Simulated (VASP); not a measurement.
A run of VASP 6.6.1:

File POSCAR:

```
Au
1.0
    0.0140930000      2.0329580000      2.0299670000
    2.0011150000     -0.0109920000      2.0550520000
    2.0096110000      2.0665390000     -0.0194880000
Au
1
Direct
    0.0033880000     -0.0393410000      0.0205520000
```

File INCAR.step1:

```
ALGO = Fast ; EDIFF = 1E-7
ENCUT = 520 ; GGA = PE
ISIF = 2 ; ISMEAR = -1
ISPIN = 2 ; IVDW = 13
LASPH = True ; LCHARG = True
LMAXMIX = 4 ; LREAL = False
LWAVE = False ; MAGMOM = 0.16
NBANDS = 16 ; NELM = 150
PREC = Accurate ; SIGMA = 0.05
```

The input KPOINTS.step1:

```
k-points
0
Gamma
  8 8 8
```

File INCAR.step2:

```
ALGO = Fast ; EDIFF = 1E-7
ENCUT = 520 ; GGA = PE
ICHARG = 11 ; ISIF = 2
ISMEAR = -5 ; ISPIN = 2
IVDW = 13 ; LASPH = True
LCHARG = False ; LMAXMIX = 4
LORBIT = 11 ; LREAL = False
LWAVE = False ; MAGMOM = 0.16
NBANDS = 16 ; NEDOS = 1001
NELM = 150 ; PREC = Accurate
SIGMA = 0.05
```

The input KPOINTS.step2:

```
k-points
0
Gamma
  12 12 12
```

Potentials or basis: VASP PAW PBE potentials, release 64 (Au).

The run is started by

```console
$ cat potpaw_PBE.64/Au/POTCAR > POTCAR
$ cp INCAR.step1 INCAR
$ cp KPOINTS.step1 KPOINTS
$ mpirun -np 1 vasp_std > vasp.out
$ cp INCAR.step2 INCAR
$ cp KPOINTS.step2 KPOINTS
$ mpirun -np 1 vasp_std > vasp.out
```

Hardware: 1 thread of Intel(R) Xeon(R) Platinum 8488C (Sapphire Rapids) (shared host).

**Question.** How long does it take, and how much memory?

**Answer.** Wall time 3.8 min on 1 thread of Intel(R) Xeon(R) Platinum 8488C (Sapphire Rapids), on a shared host, peak memory 0.43 GiB. Counts: k points 868.
